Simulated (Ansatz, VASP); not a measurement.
**Li2S: VASP beside Ansatz**

The input POSCAR:

```
Li2S
1.0
    0.0000000000      2.8452943747      2.8452943747
    2.8452943747      0.0000000000      2.8452943747
    2.8452943747      2.8452943747      0.0000000000
Li S
2 1
Direct
    0.2500000000      0.2500000000      0.2500000000
    0.7500000000      0.7500000000      0.7500000000
    0.0000000000      0.0000000000      0.0000000000
```

File INCAR.step1:

```
PREC = Accurate
ENCUT = 650
EDIFF = 1E-5
ISMEAR = 0
SIGMA = 0.01
LREAL = F
LASPH = T
NELM = 120
ALGO = Normal
ISIF = 2
LWAVE = T
LCHARG = F
NBANDS = 13
GGA = PE
GGA_COMPAT = F
```

Contents of INCAR.step2:

```
PREC = Accurate
ENCUT = 650
EDIFF = 1E-6
ISMEAR = 0
SIGMA = 0.01
LREAL = F
LASPH = T
NELM = 120
ALGO = Normal
ISIF = 2
LWAVE = F
LCHARG = F
GGA = PE
LHFCALC = T
AEXX = 0.3
HFSCREEN = 0.5
PRECFOCK = Normal
NBANDS = 13
ISTART = 1
GGA_COMPAT = F
```

File KPOINTS:

```
regular mesh
0
Gamma
  4 4 4
```

Input for Ansatz:

```yaml
crystal:
  lattice:
    - [0.0, 2.8452943747, 2.8452943747]
    - [2.8452943747, 0.0, 2.8452943747]
    - [2.8452943747, 2.8452943747, 0.0]
  atoms:
    - { symbol: Li, position: [0.25, 0.25, 0.25] }
    - { symbol: Li, position: [0.75, 0.75, 0.75] }
    - { symbol: S, position: [0.0, 0.0, 0.0] }
kpoints:
  mp_grid: { grid: [4, 4, 4] }
hamiltonian:
  xc: { exchange: pbe, correlation: pbe, exx: { coeff: 0.3, omega: 0.5 } }
scf:
  occupations: { method: fixed }
  n_extra_bands: 4
output:
  forces: true
  stress: true
  eigenvalues: true
```

Alike in both runs: task single point; functional PBE-based screened hybrid with a share of 0.3 of exact exchange and HFSCREEN = 0.5; k mesh 4 × 4 × 4; no spin polarisation.

```csv
,VASP,Ansatz
version,VASP 6.6.1,Ansatz 0.2.0
potentials or method,"VASP PAW PBE potentials, release 64 (Li_sv, S)",plane waves
plane-wave cutoff (eV),650,420
occupations,"gaussian, width 0.01 eV",fixed
valence electrons in the cell,12,12
```

```tsv
	VASP	Ansatz	Ansatz less VASP
gap on the k mesh at the Fermi level (eV)	3.94	3.94	+0.006
pressure (GPa)	-0.4	-0.2	+0.19
```

VASP's potentials were made for PBE, not for PBE-based screened hybrid. Ansatz's warnings: stress exchange threshold loose, stress scf threshold loose.

The k mesh is coarse, so the values compare programs but aren't converged.
